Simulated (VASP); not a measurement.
# WS2 (Tungstenite) (P6_3/mmc) in VASP: further runs

Aim: see how the results for WS2 (Tungstenite) move with the level of theory and the settings. Levels: LDA, PBEsol, BLYP. Tasks: single point.

Program: VASP 6.6.1. These are calculated values, not measurements. Logs are shortened: lines on timing, memory, paths and dates and some standing lists are left out, and cuts for length are marked.

### Step 1. The cell of the first run

Symmetry: P6_3/mmc, No. 194, hexagonal system. The conventional cell has a = 3.159 Å, b = 3.159 Å, c = 12.416 Å, α = 90.00°, β = 90.00°, γ = 120.00°. W (site symmetry -6m2) has 6 S at 2.39 Å and 6 W at 3.16 Å within 3.2 Å. S (site symmetry 3m) has 3 W at 2.39 Å and 7 S at 3.10 to 3.16 Å within 3.2 Å.

### Step 2. Single point, LDA

File INCAR:

```
  ALGO = Normal
  EDIFF = 1E-6
  ENCUT = 520
  ISIF = 2
  ISMEAR = -1
  LASPH = T
  LCHARG = F
  LREAL = F
  LWAVE = F
  NBANDS = 35
  NELM = 100
  PREC = Accurate
  SIGMA = 0.05
```

File KPOINTS:

```
k-points
0
Gamma
  10 10 3
```

File POSCAR:

```
WS2
1.0
    3.1586570750      0.0000000000      0.0000000000
   -1.5793285375      2.7354772688      0.0000000000
    0.0000000000      0.0000000000     12.4161048547
W S
2 4
Direct
    0.6666666667      0.3333333333      0.7500000000
    0.3333333333      0.6666666667      0.2500000000
    0.6666666667      0.3333333333      0.3750000000
    0.3333333333      0.6666666667      0.8750000000
    0.6666666667      0.3333333333      0.1250000000
    0.3333333333      0.6666666667      0.6250000000
```

Potentials or basis: VASP PAW LDA potentials, release 64 (W_sv, S).

The run is started by

```sh
cat potpaw_LDA.64/W_sv/POTCAR potpaw_LDA.64/S/POTCAR > POTCAR
mpirun -np 1 vasp_std > vasp.out
```

OUTCAR:

```text
EDIFF = 1E-6
   ENCUT = 520
   ISIF = 2
   ISMEAR = -1
   LASPH = T
   LREAL = F
   NELM = 100
   PREC = Accurate

 ion  position               nearest neighbor table
   1  0.667  0.333  0.750-   4 2.39   6 2.39   4 2.39   6 2.39   4 2.39   6 2.39
   2  0.333  0.667  0.250-   3 2.39   5 2.39   3 2.39   5 2.39   3 2.39   5 2.39
   3  0.667  0.333  0.375-   2 2.39   2 2.39   2 2.39
   4  0.333  0.667  0.875-   1 2.39   1 2.39   1 2.39
   5  0.667  0.333  0.125-   2 2.39   2 2.39   2 2.39
   6  0.333  0.667  0.625-   1 2.39   1 2.39   1 2.39

  LATTYP: Found a hexagonal cell.
 ALAT       =     3.1586570750
 C/A-ratio  =     3.9308176101

  Lattice vectors:

 A1 = (   3.1586570750,   0.0000000000,   0.0000000000)
 A2 = (  -1.5793285375,   2.7354772688,   0.0000000000)
 A3 = (   0.0000000000,   0.0000000000,  12.4161048547)

Analysis of symmetry for initial positions (statically):
=====================================================================
 Subroutine PRICEL returns:
 Original cell was already a primitive cell.

 Routine SETGRP: Setting up the symmetry group for a
 hexagonal supercell.

 Subroutine GETGRP returns: Found 24 space group operations
 (whereof 12 operations were pure point group operations)
 out of a pool of 24 trial point group operations.

The static configuration has the point symmetry D_3d.
 The point group associated with its full space group is D_6h.

Analysis of symmetry for dynamics (positions and initial velocities):
=====================================================================
 Subroutine PRICEL returns:
 Original cell was already a primitive cell.

 Routine SETGRP: Setting up the symmetry group for a
 hexagonal supercell.

 Subroutine GETGRP returns: Found 24 space group operations
 (whereof 12 operations were pure point group operations)
 out of a pool of 24 trial point group operations.

The dynamic configuration has the point symmetry D_3d.
 The point group associated with its full space group is D_6h.

 Subroutine INISYM returns: Found 24 space group operations
 (whereof 12 operations are pure point group operations),
 and found     1 'primitive' translations

----------------------------------------------------------------------------------------

                                     Primitive cell

  volume of cell :     107.2805
[... 91 lines left out ...]
   ISPIN  =      1    spin polarized calculation?
   LNONCOLLINEAR =      F non collinear calculations
   LSORBIT =      F    spin-orbit coupling
   LASPH  =      T    aspherical Exc in radial PAW
   ENCUT  =  520.0 eV  38.22 Ry    6.18 a.u.   5.87  5.87 23.09*2*pi/ulx,y,z
   NELM   =    100;   NELMIN=  2; NELMDL= -5     # of ELM steps
   EDIFF  = 0.1E-05   stopping-criterion for ELM
   LREAL  =      F    real-space projection
   EDIFFG = 0.1E-04   stopping-criterion for IOM
   NSW    =      0    number of steps for IOM
   IBRION =     -1    ionic relax: 0-MD 1-quasi-New 2-CG
   NFREE  =      0    steps in history (QN), initial steepest desc. (CG)
   ISIF   =      2    stress and relaxation
   ISYM   =      2    0-nonsym 1-usesym 2-fastsym
   POTIM  = 0.5000    time-step for ionic-motion
   TEBEG  =    0.0;   TEEND  =   0.0 temperature during run
   PSTRESS=    0.0 pullay stress
   NELECT =      52.0000    total number of electrons
   NUPDOWN=      -1.0000    fix difference up-down
   EMIN   =  10.00;   EMAX   =-10.00  energy-range for DOS
   EFERMI =   0.00;   METHOD = LEGACY
   ISMEAR =    -1;   SIGMA  =   0.05  broadening in eV -4-tet -1-fermi 0-gaus
   EFERMI_NEDOS =   21; number of points for ismear=-14 and -15
   IALGO  =     38    algorithm
   IMIX   =      4    mixing-type and parameters
     AMIX     =   0.40;   BMIX     =  1.00
     AMIX_MAG =   1.60;   BMIX_MAG =  1.00
  volume/ion in A,a.u.               =      17.88       120.66
  Fermi-wavevector in a.u.,A,eV,Ry     =   1.285984  2.430158 22.500707  1.653755
  Thomas-Fermi vector in A             =   2.418086
   LORBIT       =      0    0 simple, 1 ext, 2 COOP (PROOUT), +10 PAW based schemes
   GGA     = CA    functional components
   LHFCALC =     F    Hartree Fock is set to
   AEXX    =    0.0000 exact exchange contribution
   IVDW    =     0    specifies the selected vdW correction
   LEPSILON=     F    determine dielectric tensor
   LRPA    =     F    only Hartree local field effects (RPA)
 non-spin polarized calculation
  energy-cutoff  :      520.00
  volume of cell :      107.28
 maximum number of plane-waves:      2904
 NGX is ok and might be reduce to    24
   NGX = 11   NGY = 11   NGZ = 47

 number of electron      51.9999998 magnetization

 Free energy of the ion-electron system (eV)
  ---------------------------------------------------
  ext. energy  EPLUGINS =         0.00000000
  ---------------------------------------------------
  free energy    TOTEN  =       -52.50158583 eV

  energy without entropy =      -52.50158493  energy(sigma->0) =      -52.50158538

 E-fermi :   7.6989     XC(G=0): -11.1720

 val. band max:        7.2386241402   @ k =   0.0000   0.0000   0.0000
 cond. band min:       8.2674569680   @ k =   0.2000   0.2000   0.0000
 fundamental gap:      1.0288328278
 Fermi energy:         7.6989259583

 k-point     1 :       0.0000    0.0000    0.0000
  band No.  band energies     occupation
      1     -66.9384      2.00000
      2     -66.9384      2.00000
      3     -31.4735      2.00000
      4     -31.4735      2.00000
      5     -31.2915      2.00000
      6     -31.2915      2.00000
[... 901 lines left out ...]
     34      11.2842      0.00000
     35      12.1370      0.00000

 [... further k-points ...]
[... 5 lines left out ...]
  --------------------------------------------------------------------------------------
  -------------------------------------------------------------------------------------
  Total       -1.8956490     -1.8956490     -0.3971353      0.0000000      0.0000000      0.0000000
  in kB      -28.3105006    -28.3105006     -5.9310029      0.0000000      0.0000000      0.0000000
  external PRESSURE =     -20.8506680 kB  Pullay stress =       0.0000000 kB

 VOLUME and BASIS-vectors are now :
 -----------------------------------------------------------------------------
  energy-cutoff  :      520.00
  volume of cell :      107.28
      direct lattice vectors                 reciprocal lattice vectors
     3.158657075  0.000000000  0.000000000     0.316590240  0.182783460  0.000000000
    -1.579328537  2.735477269  0.000000000     0.000000000  0.365566920  0.000000000
     0.000000000  0.000000000 12.416104855     0.000000000  0.000000000  0.080540557

 POSITION                                       TOTAL-FORCE (eV/Angst)
 -----------------------------------------------------------------------------------
      1.57933      0.91183      9.31208        -0.000000      0.000000     -0.000000
     -0.00000      1.82365      3.10403         0.000000     -0.000000     -0.000000
      1.57933      0.91183      4.65604         0.000000     -0.000000      0.044229
     -0.00000      1.82365     10.86409        -0.000000      0.000000      0.044229
      1.57933      0.91183      1.55201         0.000000      0.000000     -0.044229
     -0.00000      1.82365      7.76007         0.000000      0.000000     -0.044229
 -----------------------------------------------------------------------------------
    total drift:                                0.000000     -0.000000      0.000000

  FREE ENERGIE OF THE ION-ELECTRON SYSTEM (eV)
  ---------------------------------------------------
  free  energy   TOTEN  =       -52.5015858326 eV

  energy  without entropy=      -52.5015849344  energy(sigma->0) =      -52.50158538
```

stdout:

```text
POSCAR found type information on POSCAR W S
 POSCAR found :  2 types and       6 ions
 scaLAPACK will be used
 LDA part: xc-table for (Slater(with rela. corr.)+CA(PZ))
 , standard interpolation
 POSCAR, INCAR and KPOINTS ok, starting setup
 FFT: planning ... GRIDC
 FFT: planning ... GRID_SOFT
 FFT: planning ... GRID
 WAVECAR not read
 entering main loop
```

It took 42 s on 1 thread of Intel Xeon 6975P-C (Granite Rapids), shared host; peak memory 0.23 GiB.

What came out:

| Item | Value |
| --- | --- |
| Free energy | -52.5016 eV |
| Pressure | -2.1 GPa |
| Largest force | 0.044 eV/Å |
| Band gap on the k mesh | 1.03 eV, indirect (least direct gap 2.13 eV) |

Forces in eV/Å, atoms in the order of the input:
```
W    0.000  0.000  0.000
W    0.000  0.000  0.000
S    0.000  0.000  0.044
S    0.000  0.000  0.044
S    0.000  0.000 -0.044
S    0.000  0.000 -0.044
```

Caveat: spin-orbit coupling is left out, which moves the levels of the heavy elements. A k mesh can miss the band edges.

### Step 3. Single point, PBEsol

This run uses another cell than the first one, of 18.14 Å³/atom, 1.014 times its volume.

File INCAR:

```
SYSTEM = WS2
  ALGO = Normal
  EDIFF = 1E-6
  ENCUT = 520
  GGA = PS
  ISIF = 2
  ISMEAR = -1
  LASPH = .True.
  LCHARG = .False.
  LREAL = .False.
  LWAVE = .False.
  NBANDS = 35
  NELM = 80
  PREC = Accurate
  SIGMA = 0.05
```

File KPOINTS:

```
k-points
0
Gamma
  10 10 3
  0 0 0
```

File POSCAR:

```
WS2
1.0
    3.1461901722      0.0000000000      0.0000000000
   -1.5730950861      2.7246806143      0.0000000000
    0.0000000000      0.0000000000     12.6939936296
W S
2 4
Direct
    0.6666666667      0.3333333333      0.7500000000
    0.3333333333      0.6666666667      0.2500000000
    0.6666666667      0.3333333333      0.3734926329
    0.3333333333      0.6666666667      0.8734926329
    0.6666666667      0.3333333333      0.1265073671
    0.3333333333      0.6666666667      0.6265073671
```

Potentials or basis: VASP PAW PBE potentials, release 64 (W_sv, S).

The run is started by

```sh
cat potpaw_PBE.64/W_sv/POTCAR potpaw_PBE.64/S/POTCAR > POTCAR
mpirun -np 1 vasp_std > vasp.out
```

Run time: 46 s. Hardware: 1 thread of Intel Xeon 6975P-C (Granite Rapids), shared host; peak memory 0.26 GiB.

It converged, with:

* Free energy: -50.5543 eV
* Pressure: 0.1 GPa
* Largest force: 0.019 eV/Å
* Band gap on the k mesh: 1.19 eV, indirect (least direct gap 2.20 eV)

Forces on the atoms (eV/Å):
```
W    0.000  0.000  0.000
W    0.000  0.000  0.000
S    0.000  0.000  0.019
S    0.000  0.000  0.019
S    0.000  0.000 -0.019
S    0.000  0.000 -0.019
```

Levels at points of the mesh, in eV from the valence-band top:
```
           k point  band 23  band 24  band 25  band 26  band 27  band 28  band 29  band 30
(0.00, 0.00, 0.00)    -2.07    -1.64    -1.12     0.00     2.46     2.46     2.47     2.47
(0.50, 0.00, 0.00)    -1.78    -1.64    -1.57    -1.45     2.47     2.50     2.75     3.03
```

Caveat: the PAW data sets were made with another functional, which shifts forces and pressure a little; spin-orbit coupling is left out, which moves the levels of the heavy elements; this functional lacks dispersion, which binds the layers, so the pressure and a relaxed spacing across them are unreliable. A k mesh can miss the band edges.

(Continued in part 2 of 2.)
